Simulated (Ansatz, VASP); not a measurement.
# BAs in VASP and in Ansatz

```
CELL_PARAMETERS angstrom
0.00000 2.35622 2.35622
2.35622 0.00000 2.35622
2.35622 2.35622 0.00000
ATOMIC_POSITIONS crystal
As 0.75000 0.75000 0.75000
B 0.00000 0.00000 0.00000
```

Alike in both runs: task single point; functional RPBE; k mesh 10 × 10 × 10; occupations fermi-dirac, width 0.05 eV; no spin polarisation.

```csv
,VASP,Ansatz
version,VASP 6.6.1,Ansatz 0.2.0
potentials or method,"VASP PAW PBE potentials, release 64 (As, B)",Ansatz PAW
plane-wave cutoff (eV),520,420
valence electrons in the cell,8,18
```

|  | VASP | Ansatz | Ansatz less VASP |
| --- | --- | --- | --- |
| gap on the k mesh at the Fermi level (eV) | 1.16 | 1.17 | +0.011 |
| least direct gap on the mesh (eV) | 3.33 | 3.33 | +0.007 |
| pressure (GPa) | 12.6 | 11.9 | -0.70 |

VASP's potentials were made for PBE, not for RPBE. VASP's potentials hold 8 valence electrons a cell and Ansatz's 18, so a difference there can come from the potentials and not from the codes.
